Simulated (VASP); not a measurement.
Input of a VASP 6.6.1 run:

Contents of INCAR:

```
SYSTEM = TiAl3
PREC = Accurate
ENCUT = 600
EDIFF = 1E-6
ISMEAR = 0
SIGMA = 0.1
LREAL = .FALSE.
LASPH = .TRUE.
NELM = 80
ALGO = Fast
ISIF = 3
LWAVE = .FALSE.
LCHARG = .FALSE.
GGA = PS
IBRION = 2
NSW = 100
EDIFFG = -0.002
```

KPOINTS

```
regular mesh
0
G
  14 10 10
  0 0 0
```

Contents of POSCAR:

```
TiAl3
1.0
    2.8396770000      0.0000000000      0.0000000000
    0.0000000000      4.6812640000      0.0000000000
    0.0000000000      0.0000000000      4.9007420000
Ti Al
1 3
Direct
    0.0000000000      0.5000000000      0.1659160000
    0.5000000000      0.5000000000      0.6672710000
    0.5000000000      0.0000000000      0.3309120000
    0.0000000000      0.0000000000      0.8359000000
```

Potentials or basis: VASP PAW PBE potentials, release 64 (Ti_sv, Al).

Launch:

```console
$ cat potpaw_PBE.64/Ti_sv/POTCAR potpaw_PBE.64/Al/POTCAR > POTCAR
$ mpirun -np 1 vasp_std > vasp.out
```

Task: Predict the space group after relaxing (to 0.05 Å).

Result: Pmm2 (No. 25).

Task: Predict the relaxed cell.

Result: a = 2.782 Å, b = 4.672 Å, c = 4.894 Å, α = 90.00°, β = 90.00°, γ = 90.00°.

Step by step:
```tsv
step	energy change (eV)	largest force (eV/Å)	pressure (GPa)	volume (Å³)
1	0.0000	0.0473	-2.37	65.15
2	-0.0133	0.0519	1.16	62.90
3	-0.0150	0.0439	0.30	63.45
4	-0.0150	0.0433	0.21	63.49
5	-0.0166	0.0481	0.06	63.57
6	-0.0170	0.0526	-0.03	63.63
7	-0.0173	0.0378	-0.01	63.62
8	-0.0176	0.0254	0.02	63.60
9	-0.0176	0.0258	0.10	63.56
10	-0.0177	0.0251	0.07	63.58
11	-0.0179	0.0086	-0.07	63.68
12	-0.0179	0.0089	-0.03	63.68
13	-0.0179	0.0027	-0.04	63.63
14	-0.0179	0.0038	-0.02	63.62
15	-0.0179	0.0017	0.05	63.57
16	-0.0179	0.0031	0.01	63.61
17	-0.0179	0.0016	0.00	63.61
```

Caveat: the PAW data sets were made with another functional, which shifts forces and pressure a little.
